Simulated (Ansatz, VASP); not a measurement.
SbS3: VASP beside Ansatz

```
CELL_PARAMETERS angstrom
4.24610 0.00000 0.00000
0.00000 4.24610 0.00000
0.00000 0.00000 4.24610
ATOMIC_POSITIONS crystal
Sb 0.00000 0.00000 0.00000
S 0.00000 0.50000 0.50000
S 0.50000 0.00000 0.50000
S 0.50000 0.50000 0.00000
```

Alike in both runs: functional PBE; k mesh 4 × 4 × 4; occupations gaussian, width 0.1 eV; no spin polarisation.

Ansatz relaxed the structure, and its values are those at the end. VASP's run is a single point on that final structure, the one shown.

|  | VASP | Ansatz |
| --- | --- | --- |
| version | VASP 6.6.1 | Ansatz 0.2.0 |
| potentials or method | VASP PAW PBE potentials, release 64 (Sb, S), cutoff 520 eV | scalar-relativistic, plane waves, PAW |
| valence electrons in the cell | 23 | 33 |

|  | VASP | Ansatz | Ansatz less VASP |
| --- | --- | --- | --- |
| gap on the k mesh at the Fermi level (eV) | none | none | - |
| pressure (GPa) | -0.5 | -0.2 | +0.29 |

A gap of «none» marks a metal or a gap that the smearing closes. VASP's potentials hold 23 valence electrons a cell and Ansatz's 33, so a difference there can come from the potentials and not from the codes.

The k mesh is coarse, so the values compare programs but aren't converged. Neither program's run includes spin-orbit coupling.
